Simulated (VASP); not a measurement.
Runs of VASP 6.6.1 on InSb. The structure is that of space group P4/mmm (No. 123), or close to it. The cells are those of the table. 

```tsv
cell	gap on the mesh (eV)	pressure (GPa)
a = 3.127, b = 3.127, c = 6.089 Å, 2 atoms	none	0.0
a = 3.163, b = 3.163, c = 5.943 Å, 2 atoms	none	(a)
a = 3.199, b = 3.199, c = 5.798 Å, 2 atoms	none	(b)
a = 2.983, b = 2.983, c = 6.670 Å, 2 atoms	none	1.4
a = 3.019, b = 3.019, c = 6.525 Å, 2 atoms	none	0.7
a = 3.055, b = 3.055, c = 6.379 Å, 2 atoms	none	0.2
```

Alike in all rows: task single point; level PBE; potentials or basis VASP PAW PBE potentials, release 64 (In_d, Sb); no spin polarisation; k mesh 14 × 14 × 8; cutoff (eV) 500; smearing gaussian 0.15 eV.

Task: Fill in the values left out.

Result: (a) 0.3; (b) 1.0.

Caveats: spin-orbit coupling is left out, which moves the levels of the heavy elements.

A k mesh can miss the band edges, and the runs leave out spin-orbit coupling on In, Sb.

A gap of «none» marks levels without a gap at the run's occupations.
